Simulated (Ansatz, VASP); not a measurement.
# TaH: VASP beside Ansatz

File INCAR:

```
SYSTEM = TaH
PREC     = Accurate       ! precision mode
ENCUT    = 500            ! plane-wave cutoff, eV
EDIFF    = 1E-7           ! SCF threshold, eV
ISMEAR   = 0              ! smearing method
SIGMA    = 0.2            ! smearing width, eV
LREAL    = .False.        ! projectors in reciprocal space
LASPH    = .True.         ! aspherical terms in the spheres
NELM     = 120            ! most SCF steps
ALGO     = Normal         ! electronic algorithm
ISIF     = 3              ! what is computed and relaxed
LWAVE    = .False.        ! write WAVECAR
LCHARG   = .False.        ! write CHGCAR
GGA      = PE             ! functional
IBRION   = 2              ! ionic algorithm
NSW      = 36             ! ionic steps
EDIFFG   = -0.08          ! ionic threshold
GGA_COMPAT= .False.      
NELMIN   = 4
```

File KPOINTS:

```
regular mesh
0
Gamma
  7 7 5
  0 0 0
```

Contents of POSCAR:

```
TaH
1.0
    3.0044185800      0.0000000000      0.0000000000
   -1.5022092900      2.6019028100      0.0000000000
    0.0000000000      0.0000000000      3.7020001500
Ta H
1 1
Direct
    0.0000000000      0.0000000000      0.5000000000
    0.6666666700      0.3333333300      0.0000000000
```

Input for Ansatz:

```yaml
crystal:
  lattice:
    - [3.00441858, 0.0, 0.0]
    - [-1.50220929, 2.60190281, 0.0]
    - [0.0, 0.0, 3.70200015]
  atoms:
    - { symbol: Ta, position: [0.0, 0.0, 0.5] }
    - { symbol: H, position: [0.66666667, 0.33333333, 0.0] }
basis:
  ecutwfc: 420
kpoints:
  mp_grid: { grid: [7, 7, 5] }
hamiltonian:
  xc: pbe
scf:
  occupations: { method: gaussian, width: 0.2 }
  lower_state_search: "off"
output:
  forces: true
  stress: true
  eigenvalues: true
relax:
  adjacent_minimum: "off"
  f_tol: 0.08
  max_steps: 16
  cell: { stress_tol: 0.8 }
```

Alike in both runs: task relaxation of cell and atoms; functional PBE; k mesh 7 × 7 × 5; occupations gaussian, width 0.2 eV; no spin polarisation.

|  | VASP | Ansatz |
| --- | --- | --- |
| version | VASP 6.6.1 | Ansatz 0.2.0 |
| potentials or method | VASP PAW PBE potentials, release 64 (Ta_pv, H), cutoff 500 eV | scalar-relativistic, plane waves, PAW |
| valence electrons in the cell | 12 | 14 |

```tsv
	VASP	Ansatz	Ansatz less VASP
gap on the k mesh at the Fermi level, each at its own relaxed structure (eV)	none	none	-
relaxed volume (Å³/atom)	10.78	10.75	-0.026
relaxed cell length with the largest relative difference (Å)	2.823	2.816	-0.0072
```

A gap of «none» marks a metal or a gap that the smearing closes. VASP's potentials hold 12 valence electrons a cell and Ansatz's 14, so a difference there can come from the potentials and not from the codes.

Spin-orbit coupling is off throughout. Noted on VASP's run: the volume moved by over 15 % at a fixed basis, so the end points are rough.
